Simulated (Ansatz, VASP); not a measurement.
# One calculation of TiAl3, two programs

```xyz
4
Lattice="-1.8721 1.8721 4.1933 1.8721 -1.8721 4.1933 1.8721 1.8721 -4.1933" Properties=species:S:1:pos:R:3 pbc="T T T"
Ti    0.0000    0.0000    0.0000
Al    1.8721    0.0000    2.0966
Al    0.0000    1.8721    2.0966
Al    0.0000    0.0000    4.1933
```

Change from the starting cell: volume scaled by 0.94.

Alike in both runs: task single point; functional PBE; k mesh 10 × 10 × 10; occupations fermi-dirac, width 0.05 eV; no spin polarisation.

|  | VASP | Ansatz |
| --- | --- | --- |
| version | VASP 6.6.1 | Ansatz 0.2.0 |
| potentials or method | VASP PAW PBE potentials, release 64 (Ti_sv, Al), cutoff 520 eV | all-electron LAPW, scalar-relativistic |

VASP gave:

- gap on the k mesh at the Fermi level (eV): none
- pressure (GPa): 10.0
- traceless stress, the component that is largest in VASP (GPa): -0.33

Question: What did Ansatz give for the same quantities?

Answer: gap on the k mesh at the Fermi level (eV): none; pressure (GPa): 10.0; traceless stress, the component that is largest in VASP (GPa): -0.31.

A gap of «none» marks a metal or a gap that the smearing closes. Ansatz ran all-electron here, and VASP with PAW potentials.
